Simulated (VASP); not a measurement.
# Pb in VASP: further runs, part 2 of 2

VASP 6.6.1. The steps go on from the part before.

## Step 3: Single point, PBE

The input, INCAR:

```
  PREC = Accurate
  ENCUT = 520
  EDIFF = 1E-6
  ISMEAR = -1
  SIGMA = 0.08
  LREAL = F
  LASPH = T
  NELM = 60
  ALGO = Normal
  ISIF = 2
  LWAVE = F
  LCHARG = F
  LDIPOL = T
  IDIPOL = 3
  DIPOL = 0.5 0.5 0.500
  GGA = PE
  NBANDS = 43
```

The input, KPOINTS:

```
regular mesh
0
Gamma
  12 12 1
```

The input, POSCAR:

```
Pb
1.0
    3.5630884189      0.0000000000      0.0000000000
   -1.7815442094      3.0857250867      0.0000000000
    0.0000000000      0.0000000000     33.2860000000
Pb
5
Direct
    0.8333333333      0.1666666667      0.3304687648
    0.1666666667      0.8333333333      0.4123189085
    0.5000000000      0.5000000000      0.5000000020
    0.8333333333      0.1666666667      0.5876810938
    0.1666666667      0.8333333333      0.6695312352
```

Potentials or basis: VASP PAW PBE potentials, release 64 (Pb_d).

Started as:

```console
cat potpaw_PBE.64/Pb_d/POTCAR > POTCAR
mpirun -np 1 vasp_std > vasp.out
```

OUTCAR:

```text
PREC = Accurate
   ENCUT = 520
   EDIFF = 1E-6
   ISMEAR = -1
   LREAL = F
   LASPH = T
   NELM = 60
   ISIF = 2
   GGA = PE

 ion  position               nearest neighbor table
   1  0.833  0.167  0.330-   2 3.41   2 3.41   2 3.41
   2  0.167  0.833  0.412-   1 3.41   1 3.41   1 3.41   3 3.57   3 3.57   3 3.57
   3  0.500  0.500  0.500-   4 3.57   4 3.57   4 3.57   2 3.57   2 3.57   2 3.57
   4  0.833  0.167  0.588-   5 3.41   5 3.41   5 3.41   3 3.57   3 3.57   3 3.57
   5  0.167  0.833  0.670-   4 3.41   4 3.41   4 3.41

  LATTYP: Found a hexagonal cell.
 ALAT       =     3.5630884189
 C/A-ratio  =     9.3418955936

  Lattice vectors:

 A1 = (   3.5630884189,   0.0000000000,   0.0000000000)
 A2 = (  -1.7815442094,   3.0857250867,   0.0000000000)
 A3 = (   0.0000000000,   0.0000000000,  33.2860000000)

Analysis of symmetry for initial positions (statically):
=====================================================================
 Subroutine PRICEL returns:
 Original cell was already a primitive cell.

 Routine SETGRP: Setting up the symmetry group for a
 hexagonal supercell.

 Subroutine GETGRP returns: Found 12 space group operations
 (whereof  4 operations were pure point group operations)
 out of a pool of 24 trial point group operations.

The static configuration has the point symmetry C_2h.
 The point group associated with its full space group is D_3d.

Analysis of symmetry for dynamics (positions and initial velocities):
=====================================================================
 Subroutine PRICEL returns:
 Original cell was already a primitive cell.

 Routine SETGRP: Setting up the symmetry group for a
 hexagonal supercell.

 Subroutine GETGRP returns: Found 12 space group operations
 (whereof  4 operations were pure point group operations)
 out of a pool of 24 trial point group operations.

The dynamic configuration has the point symmetry C_2h.
 The point group associated with its full space group is D_3d.

 Subroutine INISYM returns: Found 12 space group operations
 (whereof  4 operations are pure point group operations),
 and found     1 'primitive' translations

----------------------------------------------------------------------------------------

                                     Primitive cell

  volume of cell :     365.9700

  direct lattice vectors                    reciprocal lattice vectors
     3.563088419  0.000000000  0.000000000     0.280655398  0.162036470  0.000000000
    -1.781544209  3.085725087  0.000000000     0.000000000  0.324072940  0.000000000
     0.000000000  0.000000000 33.286000000     0.000000000  0.000000000  0.030042661

  length of vectors
     3.563088419  3.563088419 33.286000000     0.324072940  0.324072940  0.030042661

  position of ions in fractional coordinates (direct lattice)
     0.833333333  0.166666667  0.330468765
     0.166666667  0.833333333  0.412318908
     0.500000000  0.500000000  0.500000002
     0.833333333  0.166666667  0.587681094
     0.166666667  0.833333333  0.669531235

  ion indices of the primitive-cell ions
   primitive index   ion index
                 1           1
                 2           2
                 3           3
                 4           4
                 5           5
[... 31 lines left out ...]
  0.166667  0.000000  0.000000      6.000000
  0.250000  0.000000  0.000000      6.000000
  0.333333  0.000000  0.000000      6.000000
  0.416667  0.000000  0.000000      6.000000
[... 11 lines left out ...]
  0.333333  0.250000  0.000000     12.000000
  0.333333  0.333333  0.000000      2.000000
   k-points           NKPTS =     19   k-points in BZ     NKDIM =     19   number of bands    NBANDS=     43
   number of dos      NEDOS =    301   number of ions     NIONS =      5
   total plane-waves  NPLWV = 196000
   dimension x,y,z NGX =    28 NGY =   28 NGZ =  250
   dimension x,y,z NGXF=    56 NGYF=   56 NGZF=  500
   ions per type =               5
   NGX,Y,Z   is equivalent  to a cutoff of  13.06, 13.06, 12.49 a.u.
   NGXF,Y,Z  is equivalent  to a cutoff of  26.13, 26.13, 24.97 a.u.
 SYSTEM =  unknown system
   PREC   = accura    normal or accurate (medium, high low for compatibility)
   ISTART =      0    job   : 0-new  1-cont  2-samecut
   ICHARG =      2    charge: 1-file 2-atom 10-const
   ISPIN  =      1    spin polarized calculation?
   LNONCOLLINEAR =      F non collinear calculations
   LSORBIT =      F    spin-orbit coupling
   LASPH  =      T    aspherical Exc in radial PAW
   ENCUT  =  520.0 eV  38.22 Ry    6.18 a.u.   6.62  6.62 61.89*2*pi/ulx,y,z
   NELM   =     60;   NELMIN=  2; NELMDL= -5     # of ELM steps
   EDIFF  = 0.1E-05   stopping-criterion for ELM
   LREAL  =      F    real-space projection
   EDIFFG = 0.1E-04   stopping-criterion for IOM
   NSW    =      0    number of steps for IOM
   IBRION =     -1    ionic relax: 0-MD 1-quasi-New 2-CG
   NFREE  =      0    steps in history (QN), initial steepest desc. (CG)
   ISIF   =      2    stress and relaxation
   ISYM   =      2    0-nonsym 1-usesym 2-fastsym
   POTIM  = 0.5000    time-step for ionic-motion
   TEBEG  =    0.0;   TEEND  =   0.0 temperature during run
   PSTRESS=    0.0 pullay stress
   NELECT =      70.0000    total number of electrons
   NUPDOWN=      -1.0000    fix difference up-down
   EMIN   =  10.00;   EMAX   =-10.00  energy-range for DOS
   EFERMI =   0.00;   METHOD = LEGACY
   ISMEAR =    -1;   SIGMA  =   0.08  broadening in eV -4-tet -1-fermi 0-gaus
   EFERMI_NEDOS =   21; number of points for ismear=-14 and -15
   IALGO  =     38    algorithm
   IMIX   =      4    mixing-type and parameters
     AMIX     =   0.40;   BMIX     =  1.00
     AMIX_MAG =   1.60;   BMIX_MAG =  1.00
  volume/ion in A,a.u.               =      73.19       493.94
  Fermi-wavevector in a.u.,A,eV,Ry     =   0.943248  1.782479 12.105321  0.889716
  Thomas-Fermi vector in A             =   2.070936
   LORBIT       =      0    0 simple, 1 ext, 2 COOP (PROOUT), +10 PAW based schemes
   GGA     = PE    functional components
   LHFCALC =     F    Hartree Fock is set to
   AEXX    =    0.0000 exact exchange contribution
   IVDW    =     0    specifies the selected vdW correction
   LEPSILON=     F    determine dielectric tensor
   LRPA    =     F    only Hartree local field effects (RPA)
 non-spin polarized calculation
  energy-cutoff  :      520.00
  volume of cell :      365.97
 maximum number of plane-waves:      9963
 NGX is ok and might be reduce to    28
   NGX = 13   NGY = 13   NGZ =123

 number of electron      70.0000010 magnetization

 dipolmoment           0.000000      0.000000     -0.000001 electrons x Angstroem

 Free energy of the ion-electron system (eV)
  ---------------------------------------------------
  ext. energy  EPLUGINS =         0.00000000
  ---------------------------------------------------
  free energy    TOTEN  =       -17.45104646 eV

  energy without entropy =      -17.37939328  energy(sigma->0) =      -17.41521987

 E-fermi :   0.9288     XC(G=0):  -4.7444

 val. band max:        0.9184838643   @ k =   0.3333   0.3333   0.0000
 cond. band min:       0.9377737041   @ k =   0.0000   0.0000   0.0000
 fundamental gap:      0.0192898398
 Fermi energy:         0.9287756953

 k-point     1 :       0.0000    0.0000    0.0000
  band No.  band energies     occupation
      1     -16.2514      2.00000
      2     -16.2121      2.00000
      3     -16.2121      2.00000
      4     -16.2065      2.00000
      5     -16.2063      2.00000
      6     -16.1627      2.00000
[... 863 lines left out ...]
     42       3.1602      0.00000
     43       3.5840      0.00000

------------------------ aborting loop because EDIFF is reached ----------------------------------------

 vacuum level on the upper side and lower side of the slab       (xc-potential included)        -0.091        -0.091

  FORCE on cell =-STRESS in cart. coord.  units (eV):
  Direction    XX          YY          ZZ          XY          YZ          ZX
  --------------------------------------------------------------------------------------
  -------------------------------------------------------------------------------------
  Total        0.0282207      0.0282207     -0.0681668      0.0000000      0.0000000      0.0000000
  in kB        0.1235473      0.1235473     -0.2984270      0.0000000      0.0000000      0.0000000
  external PRESSURE =      -0.0171108 kB  Pullay stress =       0.0000000 kB

 VOLUME and BASIS-vectors are now :
 -----------------------------------------------------------------------------
  energy-cutoff  :      520.00
  volume of cell :      365.97
      direct lattice vectors                 reciprocal lattice vectors
     3.563088419  0.000000000  0.000000000     0.280655398  0.162036470  0.000000000
    -1.781544209  3.085725087  0.000000000     0.000000000  0.324072940  0.000000000
     0.000000000  0.000000000 33.286000000     0.000000000  0.000000000  0.030042661

 POSITION                                       TOTAL-FORCE (eV/Angst)
 -----------------------------------------------------------------------------------
      2.67232      0.51429     10.99998        -0.000000      0.000000      0.003122
     -0.89077      2.57144     13.72445         0.000000      0.000000     -0.007319
      0.89077      1.54286     16.64300         0.000000      0.000000      0.000000
      2.67232      0.51429     19.56155        -0.000000     -0.000000      0.007319
     -0.89077      2.57144     22.28602         0.000000     -0.000000     -0.003122
 -----------------------------------------------------------------------------------
    total drift:                                0.000001     -0.000000     -0.000204

  FREE ENERGIE OF THE ION-ELECTRON SYSTEM (eV)
  ---------------------------------------------------
  free  energy   TOTEN  =       -17.4510464639 eV

  energy  without entropy=      -17.3793932844  energy(sigma->0) =      -17.41521987

 vacuum level on the upper side and lower side of the slab         4.448         4.448
```

OSZICAR:

```text
N       E                     dE             d eps       ncg     rms          rms(c)
DAV:   1     0.804018108462E+03    0.80402E+03   -0.32419E+04  1730   0.152E+03
DAV:   2     0.620373347883E+02   -0.74198E+03   -0.73285E+03  1727   0.439E+02
DAV:   3    -0.136388398021E+02   -0.75676E+02   -0.74806E+02  1905   0.189E+02
[... 15 lines left out ...]
DAV:  19    -0.174510338433E+02   -0.16564E-04   -0.48288E-07  1170   0.494E-03    0.428E-04
DAV:  20    -0.174510439470E+02   -0.10104E-04   -0.39903E-07  1136   0.347E-03    0.148E-04
DAV:  21    -0.174510453519E+02   -0.14049E-05   -0.39563E-08  1091   0.190E-03    0.951E-05
DAV:  22    -0.174510463669E+02   -0.10150E-05   -0.39851E-08   977   0.124E-03    0.777E-05
DAV:  23    -0.174510464639E+02   -0.97054E-07   -0.55217E-09   996   0.114E-03
   1 F= -.17451046E+02 E0= -.17415220E+02  d E =-.716532E-01
```

Run time: 12 min. Hardware: 1 thread of Oxide Virtual Turin-like, shared host; peak memory 0.52 GiB.

Results:

| Property | Result |
| --- | --- |
| Free energy | -17.4510 eV |
| Largest force | 0.007 eV/Å |
| Band gap on the k mesh | zero (band 35 reaches 4.19 eV, above the bottom of band 36 at -0.64 eV) |

Forces on the atoms (eV/Å):
```
Pb   0.000  0.000  0.003
Pb   0.000  0.000 -0.007
Pb   0.000  0.000  0.000
Pb   0.000  0.000  0.007
Pb   0.000  0.000 -0.003
```

Caveat: spin-orbit coupling is left out, which moves the levels of the heavy elements.
